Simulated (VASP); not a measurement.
Runs of VASP 6.6.1 on Fe. It takes space group Fm-3m (No. 225, cubic). Conventional cell: a = 3.652 Å, b = 3.652 Å, c = 3.652 Å, α = 90.00°, β = 90.00°, γ = 90.00°. Fe (site symmetry m-3m) has 12 Fe at 2.58 Å within 3.4 Å. 

```csv
spin,fixed moment (μB),pressure (GPa),moment (μB)
"collinear, ferromagnetic start",1.7,-18.7,1.70
"collinear, zero start",0.0,(b),0.00
"collinear, ferromagnetic start",3.96,42.9,3.96
"collinear, ferromagnetic start",4.53,(a),4.53
"collinear, ferromagnetic start",2.26,-8.9,2.26
```

Alike in all rows: task single point; level PBE; potentials or basis VASP PAW PBE potentials, release 64 (Fe); cell as given; k mesh 12 × 12 × 12; cutoff (eV) 520; smearing fermi-dirac 0.1 eV.

Problem. Estimate the missing entries.

Solution. (a) 76.9; (b) -32.3.

Caveats: the total moment is fixed, so each spin has its own Fermi level.
